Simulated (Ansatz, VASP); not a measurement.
# Two plane-wave programs on KF

POSCAR

```
KF
1.0
    0.0000000000      2.9354014290      2.9354014290
    2.9354014290      0.0000000000      2.9354014290
    2.9354014290      2.9354014290      0.0000000000
K F
1 1
Direct
    0.0000000000      0.0000000000      0.0000000000
    0.2500000000      0.2500000000      0.2500000000
```

The input INCAR.step1:

```
SYSTEM = KF
ALGO     = Normal         ! electronic algorithm
EDIFF    = 1E-5           ! SCF threshold, eV
ENCUT    = 520            ! plane-wave cutoff, eV
GGA      = PE             ! functional
ISIF     = 2              ! what is computed and relaxed
ISMEAR   = 0              ! smearing method
LASPH    = .TRUE.         ! aspherical terms in the spheres
LREAL    = .FALSE.        ! projectors in reciprocal space
LWAVE    = .TRUE.         ! write WAVECAR
NBANDS   = 15             ! bands
NELM     = 100            ! most SCF steps
PREC     = Accurate       ! precision mode
SIGMA    = 0.01           ! smearing width, eV
```

File INCAR.step2:

```
SYSTEM = KF
AEXX     = 0.1            ! exact-exchange fraction
ALGO     = Normal         ! electronic algorithm
EDIFF    = 1E-6           ! SCF threshold, eV
ENCUT    = 520            ! plane-wave cutoff, eV
GGA      = PE             ! functional
ISIF     = 2              ! what is computed and relaxed
ISMEAR   = 0              ! smearing method
ISTART   = 1            
LASPH    = .TRUE.         ! aspherical terms in the spheres
LCHARG   = .TRUE.         ! write CHGCAR
LELF     = .TRUE.         ! ELF
LHFCALC  = .TRUE.         ! exact exchange
LREAL    = .FALSE.        ! projectors in reciprocal space
LVHAR    = .TRUE.       
LWAVE    = .FALSE.        ! write WAVECAR
NBANDS   = 15             ! bands
NELM     = 100            ! most SCF steps
PREC     = Accurate       ! precision mode
PRECFOCK = Normal       
SIGMA    = 0.01           ! smearing width, eV
```

The input KPOINTS:

```
k-points
0
G
  4 4 4
  0 0 0
```

Input for Ansatz:

```yaml
crystal:
  lattice:
    - [0.0, 2.935401429, 2.935401429]
    - [2.935401429, 0.0, 2.935401429]
    - [2.935401429, 2.935401429, 0.0]
  atoms:
    - { symbol: K, position: [0.0, 0.0, 0.0] }
    - { symbol: F, position: [0.25, 0.25, 0.25] }
kpoints:
  mp_grid: { grid: [4, 4, 4] }
hamiltonian:
  xc: { exchange: pbe, correlation: pbe, exx: { coeff: 0.1 } }
scf:
  occupations: { method: fixed }
  n_extra_bands: 4
output:
  forces: true
  stress: true
  eigenvalues: true
```

Alike in both runs: task single point; functional PBE-based global hybrid; k mesh 4 × 4 × 4; no spin polarisation.

|  | VASP | Ansatz |
| --- | --- | --- |
| version | VASP 6.6.1 | Ansatz 0.2.0 |
| potentials or method | VASP PAW PBE potentials, release 64 (K_sv, F) | plane waves |
| plane-wave cutoff (eV) | 520 | 420 |
| occupations | gaussian, width 0.01 eV | fixed |
| valence electrons in the cell | 16 | 16 |

```csv
,VASP,Ansatz,Ansatz less VASP
gap on the k mesh at the Fermi level (eV),6.21,6.21,+0.006
pressure (GPa),0.8,0.7,-0.05
```

VASP's potentials were made for PBE, not for PBE-based global hybrid. Ansatz's warnings: stress exchange threshold loose, stress scf threshold loose.

The k mesh is coarse, so the values compare programs but aren't converged.
